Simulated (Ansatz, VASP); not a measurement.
Hf: VASP beside Ansatz

File INCAR:

```
SYSTEM = Hf
PREC     = Accurate       ! precision mode
ENCUT    = 520            ! plane-wave cutoff, eV
EDIFF    = 1E-6           ! SCF threshold, eV
ISMEAR   = -1             ! smearing method
SIGMA    = 0.03           ! smearing width, eV
LREAL    = .False.        ! projectors in reciprocal space
LASPH    = .True.         ! aspherical terms in the spheres
NELM     = 80             ! most SCF steps
ALGO     = Normal         ! electronic algorithm
ISIF     = 2              ! what is computed and relaxed
LWAVE    = .False.        ! write WAVECAR
LCHARG   = .True.         ! write CHGCAR
LELF     = .True.         ! ELF
LVHAR    = .True.       
NBANDS   = 11             ! bands
```

Contents of KPOINTS:

```
Automatic mesh
0
Gamma
  13 13 13
  0 0 0
```

POSCAR

```
Hf
1.0
    0.0000000000      2.2051002222      2.2051002222
    2.2051002222      0.0000000000      2.2051002222
    2.2051002222      2.2051002222      0.0000000000
Hf
1
Direct
    0.0000000000      0.0000000000      0.0000000000
```

Input for Ansatz:

```yaml
crystal:
  lattice:
    - [0.0, 2.2051002222, 2.2051002222]
    - [2.2051002222, 0.0, 2.2051002222]
    - [2.2051002222, 2.2051002222, 0.0]
  atoms:
    - { symbol: Hf, position: [0.0, 0.0, 0.0] }
kpoints:
  mp_grid: { grid: [13, 13, 13] }
scf:
  occupations: { method: fermi_dirac, width: 0.03 }
hamiltonian:
  xc: lda
  pseudopotentials: { kind: all_electron, lapw: { basis_error: 0.001 } }
output:
  forces: true
  stress: true
  eigenvalues: true
```

Change from the starting cell: volume scaled by 0.98.

Alike in both runs: task single point; functional LDA; k mesh 13 × 13 × 13; occupations fermi-dirac, width 0.03 eV; no spin polarisation.

```csv
,VASP,Ansatz
version,VASP 6.6.1,Ansatz 0.2.0
potentials or method,"VASP PAW LDA potentials, release 64 (Hf_pv), cutoff 520 eV","all-electron LAPW, scalar-relativistic"
```

```csv
,VASP,Ansatz,Ansatz less VASP
pressure (GPa),-3.4,-3.4,0.00
```

LDA's correlation is that of Perdew and Zunger in VASP and of Perdew and Wang (1992) in Ansatz. Ansatz ran all-electron here, and VASP with PAW potentials.

Neither program's run includes spin-orbit coupling.
